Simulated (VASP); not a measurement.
Re:

```xyz
4
Lattice="2.5933 -1.7140 0.0000 2.5933 1.7140 0.0000 0.0000 0.0000 6.9917" Properties=species:S:1:pos:R:3 pbc="T T T"
Re    2.5933   -1.1998    0.8180
Re    2.5933   -0.5142    4.3139
Re    2.5933    1.1998    6.1737
Re    2.5933    0.5142    2.6778
```

```yaml
Program: VASP 6.6.1
Task: relaxation of cell and atoms
Functional: PBE
Potentials_or_basis: VASP PAW PBE potentials, release 64 (Re)
Cutoff: 600 eV
k_mesh: 6 × 6 × 4
Occupations: gaussian, width 0.1 eV
Spin: no spin polarisation
```

At the start: pressure 49.2 GPa; volume 15.54 Å³/atom.

Task: Where does the relaxation end?

Result: Over 26 steps the energy falls by 2359.4 meV/atom and the volume is 14.98 Å³/atom (-3.6 %); space group Fm-3m (No. 225, to 0.05 Å).

Step by step:
```
step  energy change (eV)  largest force (eV/Å)  pressure (GPa)  volume (Å³)
   1              0.0000               10.9787           49.22        62.15
   2             -0.3265                4.4299          -37.46       106.88
   3             -1.1401                3.7312          -40.33        99.58
   4             -2.2095                2.7724          -42.16        92.74
   5             -5.2113                0.7106          -35.47        77.24
   6             -5.5672                0.8133          -14.86        69.63
   7             -5.6623                0.4488          -23.94        72.13
   8             -5.6878                7.1273           78.07        54.34
   9             -7.4663                2.5583            9.26        62.24
  10             -8.8450                1.7185            3.74        60.57
  11             -8.8447                1.7223            4.25        60.42
  12             -9.0370                0.5626          -14.65        63.16
  13             -9.0538                0.6741          -10.69        62.46
  14             -9.2243                0.8481            1.16        60.11
  15             -9.2245                0.8712            1.67        60.03
  16             -9.2832                0.7877            1.45        59.97
  17             -9.3655                0.6037            1.57        59.80
  18             -9.4161                0.2201           -3.65        60.56
  19             -9.4171                0.1742           -4.41        60.68
  20             -9.4255                0.1953            3.57        59.35
  21             -9.4336                0.1287            0.16        59.89
  22             -9.4355                0.0913            0.27        59.87
  23             -9.4368                0.0388            0.48        59.84
  24             -9.4369                0.0281           -0.97        60.07
  25             -9.4372                0.0315           -0.28        59.96
  26             -9.4375                0.0163           -0.05        59.92
```

Final structure:
```
CELL_PARAMETERS angstrom
1.95378 -1.95371 0.00000
1.95378 1.95371 0.00000
0.00000 0.00000 7.84890
ATOMIC_POSITIONS crystal
Re 0.75053 0.24947 0.12495
Re 0.74947 0.25053 0.62495
Re 0.24947 0.75053 0.87505
Re 0.25053 0.74947 0.37505
```

Caveat: the k points lie up to 0.38 Å⁻¹ apart in the final cell.
